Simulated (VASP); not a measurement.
Na5SrNbAs4: single point with LDA

Crystal: Na5SrNbAs4.

```
Na Sr Nb As
1.0
     4.79942   -8.33089    0.00000
     4.79942    8.33089    0.00000
    -0.00464    0.00000    7.55924
Na Sr Nb As
10 2 2 8
Direct
  0.49514 0.51545 0.58868
  0.07480 0.44757 0.59767
  0.53912 0.48709 0.12648
  0.54307 0.10083 0.11369
  0.85174 0.13162 0.80589
  0.30452 0.14155 0.81666
  0.85503 0.67163 0.74830
  0.12140 0.93187 0.34154
  0.71549 0.87766 0.25850
  0.17564 0.32129 0.30184
  0.44467 0.93594 0.58106
  0.93658 0.47645 0.08493
  0.68506 0.34362 0.50628
  0.32084 0.65234 0.02254
  0.66007 0.34962 0.85112
  0.30306 0.63865 0.36250
  0.18351 0.80473 0.90665
  0.57553 0.80504 0.89490
  0.21068 0.36943 0.88206
  0.84278 0.20611 0.40630
  0.40451 0.19931 0.39066
  0.81923 0.61753 0.36588
```

```json
{
  "Program": "VASP 6.6.1",
  "Task": "single point",
  "Functional": "LDA",
  "Potentials or basis": "VASP PAW LDA potentials, release 64 (Na_pv, Sr_sv, Nb_sv, As)",
  "Cutoff": "400 eV",
  "k mesh": "1 × 1 × 1",
  "Occupations": "fermi-dirac, width 0.05 eV",
  "Spin": "no spin polarisation",
  "Dipole correction": "no",
  "Further INCAR settings": "ALGO = Normal; EDIFF = 1e-06; NBANDS = 95"
}
```

- Pressure: -2.4 GPa
- Largest force: 1.897 eV/Å

Forces in eV/Å, atoms in the order of the input:
```
Na  -0.111  0.576  0.265
Na   0.555  0.545  0.554
Na  -0.124  0.030 -0.173
Na  -0.324 -0.228 -0.084
Na  -0.055 -0.022 -0.042
Na   0.080  0.180  0.031
Na   0.471  0.179  0.090
Na  -0.675 -0.379 -0.387
Na  -0.294 -0.035 -0.024
Na  -0.280 -0.414 -0.405
Sr  -0.105 -0.576  0.715
Sr   0.524 -0.561  0.630
Nb   0.119  0.010  0.021
Nb  -0.713  0.545 -0.406
As  -0.301 -0.423 -1.825
As   0.917 -0.177 -1.405
As  -0.302 -0.717  0.239
As   1.044 -0.589 -0.105
As   0.515  1.007  1.031
As  -0.957  1.210  0.069
As   0.776 -0.155  0.496
As  -0.759 -0.006  0.715
```

Stress tensor (GPa, compression positive):
```
-0.86 -1.04  0.31
-1.04 -2.11  0.07
 0.31  0.07 -4.21
```

Levels at points of the mesh, in eV from the Fermi level:
| k point | band 76 | band 77 | band 78 | band 79 | band 80 | band 81 |
| --- | --- | --- | --- | --- | --- | --- |
| (0.00, 0.00, 0.00) | -0.87 | -0.73 | -0.56 | 0.56 | 0.78 | 0.92 |

Run time: 2.2 min on 1 thread of AMD EPYC 7R43 64-Core Processor (Zen 3) (shared host), peak memory 0.33 GiB.

Caveat: the k points lie up to 0.83 Å⁻¹ apart, too coarse for converged energies, forces and pressures; forces of over 1 eV/Å act on the atoms, so gaps and moduli don't describe the material at rest.
